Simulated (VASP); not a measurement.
Write the native input for VASP 6.6.1 that does the following.

```yaml
Task: relaxation of cell and atoms
Functional: PBE
Potentials_or_basis: VASP PAW PBE potentials, release 64 (Li_sv, Dy_3), 4f in core
Cutoff: 750 eV
k_mesh: 8 × 8 × 8
Occupations: gaussian, width 0.1 eV
Spin: no spin polarisation
Dipole_correction: no
Further_INCAR_settings: ALGO = Normal; EDIFF = 1e-07; IBRION = 2; EDIFFG = -0.01; NSW = 100; ISIF = 3
```

The structure of Li3Dy lies in POSCAR:

```
Li3Dy
1.0
    6.4065035284      0.0000000000      0.0000000000
    0.0000000000      6.4065035284      0.0000000000
    0.0000000000      0.0000000000      6.4065035284
Li Dy
3 1
Direct
    0.5000000000      0.0000000000      0.0000000000
    0.0000000000      0.5000000000      0.0000000000
    0.0000000000      0.0000000000      0.5000000000
    0.0000000000      0.0000000000      0.0000000000
```

The cell was generated, and may not be a known phase.

The input as run:

INCAR

```
  PREC = Accurate
  ENCUT = 750
  EDIFF = 1E-7
  ISMEAR = 0
  SIGMA = 0.1
  LREAL = F
  LASPH = T
  NELM = 200
  ALGO = Normal
  ISIF = 3
  LWAVE = F
  LCHARG = F
  GGA = PE
  IBRION = 2
  NSW = 100
  EDIFFG = -0.01
  GGA_COMPAT = F
  NELMIN = 4
  LMAXMIX = 6
```

KPOINTS

```
regular mesh
0
Gamma
  8 8 8
```

Potentials or basis: VASP PAW PBE potentials, release 64 (Li_sv, Dy_3), 4f in core.

Command:

```sh
$ cat potpaw_PBE.64/Li_sv/POTCAR potpaw_PBE.64/Dy_3/POTCAR > POTCAR
$ mpirun -np 1 vasp_std > vasp.out
```

Results of the run:

```yaml
Pressure_after_relaxing: 0.0 GPa
Band_gap_on_the_k_mesh: zero (bands 9 and 10 overlap by 0.10 eV)
```

Caveat: the relaxation stopped at its first step, so nothing moved; spin-orbit coupling is left out, which moves the levels of the heavy elements; the 4f electrons are frozen in the core, so they carry no moment and show no levels.

Wall time 2.9 min on 1 thread of Intel(R) Xeon(R) Platinum 8488C (Sapphire Rapids), with other jobs on the host, peak memory 0.63 GiB.
